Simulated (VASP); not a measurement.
# MgO (I4/mmm) in VASP: further runs

MgO is run at these levels: r2SCAN; tasks: single point.

All numbers are computed with VASP 6.6.1; they aren't measurements. Logs are shortened: lines on timing, memory, paths and dates and some standing lists are left out, and cuts for length are marked.

## (1) The cell of the first run

Symmetry: I4/mmm, No. 139, tetragonal system. Conventional cell: a = 2.973 Å, b = 2.973 Å, c = 4.288 Å, α = 90.00°, β = 90.00°, γ = 90.00°. Within 2.8 Å of Mg (site symmetry 4/mmm) lie 6 O at 2.10 to 2.14 Å. Within 2.8 Å of O (site symmetry 4/mmm) lie 6 Mg at 2.10 to 2.14 Å.

## (2) Single point, r2SCAN (uniaxial z strain +2.0%)

The input, POSCAR:

```
MgO
1.0
    0.0000000000      2.1021674155      2.1442107638
    2.1021674155      0.0000000000      2.1442107638
    2.1021674155      2.1021674155      0.0000000000
Mg O
1 1
Direct
    0.0000000000      0.0000000000      0.0000000000
    0.5000000000      0.5000000000      0.5000000000
```

The input, INCAR.step1:

```
SYSTEM = MgO
PREC = Accurate
ENCUT = 920
ISMEAR = 0
SIGMA = 0.01
LREAL = .FALSE.
LASPH = .TRUE.
NELM = 120
NBANDS = 15
GGA = PE
ALGO = Normal
EDIFF = 1E-5
LWAVE = .TRUE.
LCHARG = .FALSE.
GGA_COMPAT = .FALSE.
```

The input, INCAR.step2:

```
SYSTEM = MgO
PREC = Accurate
ENCUT = 920
EDIFF = 1E-6
ISMEAR = 0
SIGMA = 0.01
LREAL = .FALSE.
LASPH = .TRUE.
NELM = 120
ALGO = Normal
ISIF = 2
LWAVE = .FALSE.
LCHARG = .FALSE.
METAGGA = R2SCAN
LMIXTAU = .TRUE.
NBANDS = 15
ISTART = 1
GGA_COMPAT = .FALSE.
```

The input, KPOINTS:

```
Automatic mesh
0
G
  10 10 10
  0 0 0
```

Potentials or basis: VASP PAW PBE potentials, release 64 (Mg_sv, O).

Command:

```bash
$ cat potpaw_PBE.64/Mg_sv/POTCAR potpaw_PBE.64/O/POTCAR > POTCAR
$ cp INCAR.step1 INCAR
$ mpirun -np 1 vasp_std > vasp.out
$ cp INCAR.step2 INCAR
$ mpirun -np 1 vasp_std > vasp.out
```

OUTCAR:

```text
SYSTEM = MgO
   PREC = Accurate
   ENCUT = 920
   EDIFF = 1E-6
   ISMEAR = 0
   LREAL = .FALSE.
   LASPH = .TRUE.
   NELM = 120
   ISIF = 2
   METAGGA = R2SCAN
   ISTART = 1

 ion  position               nearest neighbor table
   1  0.000  0.000  0.000-   2 2.10   2 2.10   2 2.10   2 2.10
   2  0.500  0.500  0.500-   1 2.10   1 2.10   1 2.10   1 2.10

  LATTYP: Found a body centered tetragonal cell.
 ALAT       =     2.9729136694
 C/A-ratio  =     1.4424978336

  Lattice vectors:

 A1 = (  -2.1021674155,   0.0000000000,   2.1442107638)
 A2 = (   2.1021674155,   0.0000000000,   2.1442107638)
 A3 = (   0.0000000000,   2.1021674155,  -2.1442107638)

Analysis of symmetry for initial positions (statically):
=====================================================================
 Subroutine PRICEL returns:
 Original cell was already a primitive cell.

 Routine SETGRP: Setting up the symmetry group for a
 body centered tetragonal supercell.

 Subroutine GETGRP returns: Found 16 space group operations
 (whereof 16 operations were pure point group operations)
 out of a pool of 16 trial point group operations.

The static configuration has the point symmetry D_4h.

Analysis of symmetry for dynamics (positions and initial velocities):
=====================================================================
 Subroutine PRICEL returns:
 Original cell was already a primitive cell.

 Routine SETGRP: Setting up the symmetry group for a
 body centered tetragonal supercell.

 Subroutine GETGRP returns: Found 16 space group operations
 (whereof 16 operations were pure point group operations)
 out of a pool of 16 trial point group operations.

The dynamic configuration has the point symmetry D_4h.

 Subroutine INISYM returns: Found 16 space group operations
 (whereof 16 operations are pure point group operations),
 and found     1 'primitive' translations

----------------------------------------------------------------------------------------

                                     Primitive cell

  volume of cell :      18.9510

  direct lattice vectors                    reciprocal lattice vectors
     0.000000000  2.102167415  2.144210764    -0.237849753  0.237849753  0.233186032
     2.102167415  0.000000000  2.144210764     0.237849753 -0.237849753  0.233186032
     2.102167415  2.102167415  0.000000000     0.237849753  0.237849753 -0.233186032

  length of vectors
     3.002789976  3.002789976  2.972913669     0.409292970  0.409292970  0.409292970

  position of ions in fractional coordinates (direct lattice)
     0.000000000  0.000000000  0.000000000
     0.500000000  0.500000000  0.500000000

  ion indices of the primitive-cell ions
   primitive index   ion index
                 1           1
                 2           2

----------------------------------------------------------------------------------------

 KPOINTS: Automatic mesh

Automatic generation of k-mesh.
 Grid dimensions read from file:
 generate k-points for:   10   10   10

 Generating k-lattice:

  Cartesian coordinates                     Fractional coordinates (reciprocal lattice)
    -0.023784975  0.023784975  0.023318603     0.100000000  0.000000000  0.000000000
     0.023784975 -0.023784975  0.023318603     0.000000000  0.100000000  0.000000000
     0.023784975  0.023784975 -0.023318603    -0.000000000 -0.000000000  0.100000000

  Length of vectors
     0.040929297  0.040929297  0.040929297

  Shift w.r.t. Gamma in fractional coordinates (k-lattice)
     0.000000000  0.000000000  0.000000000

 Subroutine IBZKPT returns following result:
 ===========================================

 Found    102 irreducible k-points:

 Following reciprocal coordinates:
            Coordinates               Weight
  0.000000  0.000000  0.000000      1.000000
  0.100000  0.000000  0.000000      8.000000
  0.200000  0.000000  0.000000      8.000000
  0.300000  0.000000  0.000000      8.000000
  0.400000 -0.000000  0.000000      8.000000
  0.500000  0.000000  0.000000      4.000000
[... 16 lines left out ...]
  0.300000  0.300000  0.000000      2.000000
  0.400000  0.300000  0.000000      8.000000
 [... further k-points ...]
   k-points           NKPTS =    102   k-points in BZ     NKDIM =    102   number of bands    NBANDS=     15
   number of dos      NEDOS =    301   number of ions     NIONS =      2
   total plane-waves  NPLWV =  27000
   dimension x,y,z NGX =    30 NGY =   30 NGZ =   30
   dimension x,y,z NGXF=    60 NGYF=   60 NGZF=   60
   ions per type =               1   1
   NGX,Y,Z   is equivalent  to a cutoff of  16.61, 16.61, 16.78 a.u.
   NGXF,Y,Z  is equivalent  to a cutoff of  33.22, 33.22, 33.55 a.u.
 SYSTEM =  MgO
   PREC   = accura    normal or accurate (medium, high low for compatibility)
   ISTART =      1    job   : 0-new  1-cont  2-samecut
   ICHARG =      0    charge: 1-file 2-atom 10-const
   ISPIN  =      1    spin polarized calculation?
   LNONCOLLINEAR =      F non collinear calculations
   LSORBIT =      F    spin-orbit coupling
   LASPH  =      T    aspherical Exc in radial PAW
   ENCUT  =  920.0 eV  67.62 Ry    8.22 a.u.   7.43  7.43  7.35*2*pi/ulx,y,z
   NELM   =    120;   NELMIN=  2; NELMDL=  0     # of ELM steps
   EDIFF  = 0.1E-05   stopping-criterion for ELM
   LREAL  =      F    real-space projection
   EDIFFG = 0.1E-04   stopping-criterion for IOM
   NSW    =      0    number of steps for IOM
   IBRION =     -1    ionic relax: 0-MD 1-quasi-New 2-CG
   NFREE  =      0    steps in history (QN), initial steepest desc. (CG)
   ISIF   =      2    stress and relaxation
   ISYM   =      2    0-nonsym 1-usesym 2-fastsym
   POTIM  = 0.5000    time-step for ionic-motion
   TEBEG  =    0.0;   TEEND  =   0.0 temperature during run
   PSTRESS=    0.0 pullay stress
   NELECT =      16.0000    total number of electrons
   NUPDOWN=      -1.0000    fix difference up-down
   EMIN   =  10.00;   EMAX   =-10.00  energy-range for DOS
   EFERMI =   0.00;   METHOD = LEGACY
   ISMEAR =     0;   SIGMA  =   0.01  broadening in eV -4-tet -1-fermi 0-gaus
   EFERMI_NEDOS =   21; number of points for ismear=-14 and -15
   IALGO  =     38    algorithm
   IMIX   =      4    mixing-type and parameters
     AMIX     =   0.40;   BMIX     =  1.00
     AMIX_MAG =   1.60;   BMIX_MAG =  1.00
  volume/ion in A,a.u.               =       9.48        63.94
  Fermi-wavevector in a.u.,A,eV,Ry     =   1.547287  2.923948 32.573657  2.394096
  Thomas-Fermi vector in A             =   2.652402
   LORBIT       =      0    0 simple, 1 ext, 2 COOP (PROOUT), +10 PAW based schemes
   METAGGA = R2SCAN    functional components
   LHFCALC =     F    Hartree Fock is set to
   AEXX    =    0.0000 exact exchange contribution
   IVDW    =     0    specifies the selected vdW correction
   LEPSILON=     F    determine dielectric tensor
   LRPA    =     F    only Hartree local field effects (RPA)
 non-spin polarized calculation
 Gauss-broadening in eV      SIGMA  =   0.01
  energy-cutoff  :      920.00
  volume of cell :       18.95
 maximum number of plane-waves:      1243
 NGX is ok and might be reduce to    30
   NGX = 15   NGY = 15   NGZ = 15

 number of electron      15.9999995 magnetization

 Free energy of the ion-electron system (eV)
  ---------------------------------------------------
  ext. energy  EPLUGINS =         0.00000000
  ---------------------------------------------------
  free energy    TOTEN  =       -16.14978919 eV

  energy without entropy =      -16.14978919  energy(sigma->0) =      -16.14978919

 E-fermi :   2.6097     XC(G=0): -11.9616

 val. band max:        2.4326105812   @ k =   0.0000   0.0000   0.0000
 cond. band min:       7.9049443422   @ k =   0.0000   0.0000   0.0000
 fundamental gap:      5.4723337609
 Fermi energy:         2.6097370339

 k-point     1 :       0.0000    0.0000    0.0000
  band No.  band energies     occupation
      1     -72.6174      2.00000
      2     -37.7138      2.00000
      3     -37.7005      2.00000
      4     -37.7005      2.00000
      5     -15.7107      2.00000
      6       2.3912      2.00000
      7       2.3912      2.00000
      8       2.4326      2.00000
      9       7.9049      0.00000
     10      19.0474      0.00000
     11      19.2576      0.00000
     12      19.2576      0.00000
     13      23.2520      0.00000
     14      24.7425      0.00000
     15      25.4000      0.00000

 k-point     2 :       0.1000    0.0000    0.0000
  band No.  band energies     occupation
      1     -72.6166      2.00000
      2     -37.7176      2.00000
      3     -37.7053      2.00000
      4     -37.7012      2.00000
      5     -15.6068      2.00000
      6       1.7828      2.00000
      7       2.3272      2.00000
      8       2.3479      2.00000
      9       8.5180      0.00000
     10      17.9401      0.00000
     11      19.3605      0.00000
     12      19.5114      0.00000
     13      24.0658      0.00000
     14      24.6491      0.00000
     15      24.9403      0.00000

 k-point     3 :       0.2000    0.0000    0.0000
  band No.  band energies     occupation
      1     -72.6146      2.00000
      2     -37.7343      2.00000
      3     -37.7111      2.00000
      4     -37.7028      2.00000
      5     -15.3225      2.00000
      6       0.4869      2.00000
      7       2.1644      2.00000
      8       2.1656      2.00000
      9       9.7304      0.00000
     10      16.4241      0.00000
     11      19.8286      0.00000
     12      20.0567      0.00000
     13      23.4489      0.00000
     14      23.8770      0.00000
     15      26.0245      0.00000

 k-point     4 :       0.3000    0.0000    0.0000
  band No.  band energies     occupation
      1     -72.6123      2.00000
      2     -37.7582      2.00000
      3     -37.7148      2.00000
      4     -37.7048      2.00000
      5     -14.9429      2.00000
      6      -0.8233      2.00000
      7       1.9516      2.00000
      8       1.9720      2.00000
      9      10.7055      0.00000
     10      15.7501      0.00000
     11      19.9030      0.00000
     12      20.2750      0.00000
     13      24.0048      0.00000
     14      24.2347      0.00000
     15      25.4585      0.00000
[... 307 lines left out ...]
 k-point    22 :      -0.2000    0.2000    0.0000
  band No.  band energies     occupation
      1     -72.6114      2.00000
      2     -37.7512      2.00000
      3     -37.7329      2.00000
      4     -37.7038      2.00000
      5     -14.8235      2.00000
      6      -0.6837      2.00000
      7       1.1113      2.00000
      8       1.9665      2.00000
      9      11.6771      0.00000
     10      15.1658      0.00000
     11      18.6271      0.00000
     12      21.5539      0.00000
     13      22.0321      0.00000
     14      25.0209      0.00000
     15      28.3571      0.00000

 k-point    23 :       0.3000    0.3000    0.0000
  band No.  band energies     occupation
      1     -72.6110      2.00000
      2     -37.7585      2.00000
      3     -37.7167      2.00000
      4     -37.7167      2.00000
      5     -14.7928      2.00000
      6      -0.6909      2.00000
      7       1.5085      2.00000
      8       1.5085      2.00000
      9      12.1279      0.00000
     10      13.8624      0.00000
     11      17.7267      0.00000
     12      21.6189      0.00000
     13      21.6189      0.00000
     14      28.0121      0.00000
     15      30.8777      0.00000

 k-point    24 :       0.4000    0.3000    0.0000
  band No.  band energies     occupation
      1     -72.6095      2.00000
      2     -37.7673      2.00000
      3     -37.7226      2.00000
      4     -37.7192      2.00000
      5     -14.5647      2.00000
      6      -1.1175      2.00000
      7       1.1435      2.00000
      8       1.3674      2.00000
      9      12.9126      0.00000
     10      13.6137      0.00000
     11      16.9133      0.00000
     12      21.9130      0.00000
     13      22.0899      0.00000
     14      28.7388      0.00000
     15      30.4624      0.00000

 [... further k-points ...]

------------------------ aborting loop because EDIFF is reached ----------------------------------------

  FORCE on cell =-STRESS in cart. coord.  units (eV):
  Direction    XX          YY          ZZ          XY          YZ          ZX
  --------------------------------------------------------------------------------------
  -------------------------------------------------------------------------------------
  Total       -0.1507730     -0.1507730     -0.5831275      0.0000000     -0.0000000      0.0000000
  in kB      -12.7468253    -12.7468253    -49.2994427      0.0000000     -0.0000000      0.0000000
  external PRESSURE =     -24.9310311 kB  Pullay stress =       0.0000000 kB

 VOLUME and BASIS-vectors are now :
 -----------------------------------------------------------------------------
  energy-cutoff  :      920.00
  volume of cell :       18.95
      direct lattice vectors                 reciprocal lattice vectors
     0.000000000  2.102167415  2.144210764    -0.237849753  0.237849753  0.233186032
     2.102167415  0.000000000  2.144210764     0.237849753 -0.237849753  0.233186032
     2.102167415  2.102167415  0.000000000     0.237849753  0.237849753 -0.233186032

 POSITION                                       TOTAL-FORCE (eV/Angst)
 -----------------------------------------------------------------------------------
      0.00000      0.00000      0.00000         0.000000     -0.000000      0.000000
      2.10217      2.10217      2.14421         0.000000      0.000000     -0.000000
 -----------------------------------------------------------------------------------
    total drift:                                0.000000      0.000000      0.000000

  FREE ENERGIE OF THE ION-ELECTRON SYSTEM (eV)
  ---------------------------------------------------
  free  energy   TOTEN  =       -16.1497891871 eV

  energy  without entropy=      -16.1497891871  energy(sigma->0) =      -16.14978919
```

It took 3.3 min on 1 thread of AMD EPYC 7R13 (Zen 3), shared host; peak memory 0.17 GiB.

What came out:

| Item | Value |
| --- | --- |
| Free energy | -16.1498 eV |
| Pressure | -2.5 GPa |
| Band gap on the k mesh | 5.47 eV |

Stress tensor (GPa, compression positive):
```
-1.27  0.00  0.00
 0.00 -1.27  0.00
 0.00  0.00 -4.93
```

Levels at points of the mesh, in eV from the valence-band top:
| k point | band 5 | band 6 | band 7 | band 8 | band 9 | band 10 | band 11 | band 12 |
| --- | --- | --- | --- | --- | --- | --- | --- | --- |
| (0.00, 0.00, 0.00) | -18.14 | -0.04 | -0.04 | 0.00 | 5.47 | 16.61 | 16.82 | 16.82 |
| (0.50, 0.00, 0.00) | -16.90 | -4.56 | -0.71 | -0.67 | 8.71 | 13.64 | 17.12 | 17.56 |
| (0.50, 0.50, 0.00) | -16.73 | -4.09 | -1.32 | -1.32 | 10.14 | 10.99 | 13.95 | 20.36 |
| (0.50, 0.00, 0.50) | -16.68 | -4.02 | -1.46 | -1.34 | 9.93 | 10.96 | 14.22 | 19.93 |

Caveat: the cell differs from its parent crystal (uniaxial z strain +2.0%); the PAW data sets were made with another functional, which shifts forces and pressure a little.

## (3) Single point, r2SCAN (uniaxial z strain -3.0%)

The input, POSCAR:

```
MgO
1.0
    0.0000000000      2.1021674155      2.0391023930
    2.1021674155      0.0000000000      2.0391023930
    2.1021674155      2.1021674155      0.0000000000
Mg O
1 1
Direct
    0.0000000000      0.0000000000      0.0000000000
    0.5000000000      0.5000000000      0.5000000000
```

The input, INCAR.step1:

```
PREC = Accurate ; ENCUT = 920
ISMEAR = 0 ; SIGMA = 0.01
LREAL = False ; LASPH = True
NELM = 120 ; NBANDS = 15
GGA = PE ; ALGO = Normal
EDIFF = 1E-5 ; LWAVE = True
LCHARG = False ; GGA_COMPAT = False
```

The input, INCAR.step2:

```
PREC = Accurate ; ENCUT = 920
EDIFF = 1E-6 ; ISMEAR = 0
SIGMA = 0.01 ; LREAL = False
LASPH = True ; NELM = 120
ALGO = Normal ; ISIF = 2
LWAVE = False ; LCHARG = True
METAGGA = R2SCAN ; LMIXTAU = True
LELF = True ; LVHAR = True
NBANDS = 15 ; ISTART = 1
GGA_COMPAT = False
```

The input, KPOINTS:

```
Automatic mesh
0
Gamma
  10 10 10
```

Potentials or basis: VASP PAW PBE potentials, release 64 (Mg_sv, O).

Command:

```bash
$ cat potpaw_PBE.64/Mg_sv/POTCAR potpaw_PBE.64/O/POTCAR > POTCAR
$ cp INCAR.step1 INCAR
$ mpirun -np 1 vasp_std > vasp.out
$ cp INCAR.step2 INCAR
$ mpirun -np 1 vasp_std > vasp.out
```

Run time: 4.4 min. Hardware: 1 thread of Intel Xeon Platinum 8259CL at 2.50GHz (Skylake/Cascade Lake), shared host; peak memory 0.2 GiB.

It converged, with:

```yaml
Free_energy: -16.1330 eV
Pressure: 6.2 GPa
Band_gap_on_the_k_mesh: 5.99 eV
```

Stress tensor (GPa, compression positive):
```
 3.39  0.00  0.00
 0.00  3.39  0.00
 0.00  0.00 11.95
```

Levels at points of the mesh, in eV from the valence-band top:
```csv
k point,band 6,band 7,band 8,band 9,band 10,band 11
"(0.00, 0.00, 0.00)",-0.07,0.00,0.00,5.99,16.96,16.96
"(0.50, 0.00, 0.00)",-4.78,-0.77,-0.71,9.05,14.24,17.52
"(0.50, 0.50, 0.00)",-4.16,-1.53,-1.53,9.85,11.52,14.98
"(0.50, 0.00, 0.50)",-4.28,-1.48,-1.30,10.19,11.56,14.56
```

Caveat: the cell differs from its parent crystal (uniaxial z strain -3.0%); the stress differs along the axes, from 3 to 12 GPa; the PAW data sets were made with another functional, which shifts forces and pressure a little.

## (4) Single point, r2SCAN (uniaxial z strain -1.0%)

The input, POSCAR:

```
MgO
1.0
    0.0000000000      2.1021674155      2.0811457413
    2.1021674155      0.0000000000      2.0811457413
    2.1021674155      2.1021674155      0.0000000000
Mg O
1 1
Direct
    0.0000000000      0.0000000000      0.0000000000
    0.5000000000      0.5000000000      0.5000000000
```

INCAR.step1 is that of step 3.

INCAR.step2: that of step 3 with these lines changed.

```diff
@@ -5,5 +5,4 @@
 ALGO = Normal ; ISIF = 2
-LWAVE = False ; LCHARG = True
+LWAVE = False ; LCHARG = False
 METAGGA = R2SCAN ; LMIXTAU = True
-LELF = True ; LVHAR = True
 NBANDS = 15 ; ISTART = 1
```

KPOINTS is that of step 3.

Command:

```bash
$ cat potpaw_PBE.64/Mg_sv/POTCAR potpaw_PBE.64/O/POTCAR > POTCAR
$ cp INCAR.step1 INCAR
$ mpirun -np 1 vasp_std > vasp.out
$ cp INCAR.step2 INCAR
$ mpirun -np 1 vasp_std > vasp.out
```

It took 4.4 min on 1 thread of Intel Xeon Platinum 8259CL at 2.50GHz (Skylake/Cascade Lake), shared host; peak memory 0.21 GiB.

It converged, with:

```yaml
Free_energy: -16.1518 eV
Pressure: 2.3 GPa
Band_gap_on_the_k_mesh: 5.80 eV
```

Stress tensor (GPa, compression positive):
```
1.43 0.00 0.00
0.00 1.43 0.00
0.00 0.00 3.92
```

Levels at points of the mesh, in eV from the valence-band top:
```tsv
k point	band 5	band 6	band 7	band 8	band 9	band 10	band 11	band 12
(0.00, 0.00, 0.00)	-18.27	-0.02	0.00	0.00	5.80	16.91	16.91	17.02
(0.50, 0.00, 0.00)	-16.96	-4.67	-0.71	-0.69	8.93	14.02	17.55	17.79
(0.50, 0.50, 0.00)	-16.73	-4.12	-1.42	-1.42	9.99	11.31	14.57	20.62
(0.50, 0.00, 0.50)	-16.75	-4.15	-1.41	-1.35	10.10	11.33	14.44	20.64
```

Caveat: the cell differs from its parent crystal (uniaxial z strain -1.0%); the PAW data sets were made with another functional, which shifts forces and pressure a little.

(Continued in part 2 of 2.)
